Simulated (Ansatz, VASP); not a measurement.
## Two plane-wave programs on ZrC

```
Zr C
1.0
     0.00000    2.36500    2.36500
     2.36500    0.00000    2.36500
     2.36500    2.36500    0.00000
Zr C
1 1
Direct
  0.50000 0.50000 0.50000
  0.00000 0.00000 0.00000
```

Alike in both runs: task single point; functional PBE; k mesh 12 × 12 × 12; occupations fermi-dirac, width 0.05 eV; collinear spin.

```csv
,VASP,Ansatz
version,VASP 6.6.1,Ansatz 0.2.0
potentials or method,"VASP PAW PBE potentials, release 64 (Zr_sv, C)","PAW with Ansatz's default frozen-core files, scalar-relativistic"
plane-wave cutoff (eV),520,420
valence electrons in the cell,16,16
```

VASP gave:

```
pressure (GPa)           : -2.7
net moment per atom (μB) : 0.00
```

Q: Estimate Ansatz's values.

A: Pressure (GPa): -2.9; net moment per atom (μB): 0.00.

Ansatz's warnings: seeded moment not kept.
